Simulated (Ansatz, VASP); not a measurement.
Two plane-wave programs on HfO2

```
Hf O
1.0
     0.00000    2.42963    2.55750
     2.42963    0.00000    2.55750
     2.42963    2.42963    0.00000
Hf O
1 2
Direct
  0.00000 0.00000 0.00000
  0.25000 0.25000 0.25000
  0.75000 0.75000 0.75000
```

Change from the starting cell: strain -0.050 along x and y, +0.000 along z, atoms carried along.

Alike in both runs: task single point; functional PBE; k mesh 8 × 8 × 8; occupations gaussian, width 0.05 eV; no spin polarisation.

|  | VASP | Ansatz |
| --- | --- | --- |
| version | VASP 6.6.1 | Ansatz 0.2.0 |
| potentials or method | VASP PAW PBE potentials, release 64 (Hf_pv, O), cutoff 520 eV | scalar-relativistic, plane waves, PAW |
| valence electrons in the cell | 22 | 38 |

Ansatz gave:

- gap on the k mesh at the Fermi level (eV): 3.37
- least direct gap on the mesh (eV): 3.62
- pressure (GPa): 27.7
- traceless stress, the component that is largest in VASP (GPa): -17.38

Which values does VASP return?

gap on the k mesh at the Fermi level (eV): 3.39; least direct gap on the mesh (eV): 3.66; pressure (GPa): 23.2; traceless stress, the component that is largest in VASP (GPa): -17.76.

VASP's potentials hold 22 valence electrons a cell and Ansatz's 38, so a difference there can come from the potentials and not from the codes.

Neither program's run includes spin-orbit coupling.
